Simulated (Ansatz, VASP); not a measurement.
## One calculation of Nb, two programs

```
CELL_PARAMETERS angstrom
-1.67497 1.67497 1.67497
1.67497 -1.67497 1.67497
1.67497 1.67497 -1.67497
ATOMIC_POSITIONS crystal
Nb 0.00000 0.00000 0.00000
```

Alike in both runs: task single point; functional LDA; k mesh 11 × 11 × 11; occupations fermi-dirac, width 0.05 eV; no spin polarisation.

|  | VASP | Ansatz |
| --- | --- | --- |
| version | VASP 6.6.1 | Ansatz 0.2.0 |
| potentials or method | VASP PAW LDA potentials, release 64 (Nb_sv) | Ansatz PAW |
| plane-wave cutoff (eV) | 500 | 420 |
| valence electrons in the cell | 13 | 13 |

|  | VASP | Ansatz | Ansatz less VASP |
| --- | --- | --- | --- |
| gap on the k mesh at the Fermi level (eV) | none | none | - |
| pressure (GPa) | -14.5 | -14.4 | +0.16 |

LDA's correlation is that of Perdew and Zunger in VASP and of Perdew and Wang (1992) in Ansatz. A gap of «none» marks a metal or a gap that the smearing closes.
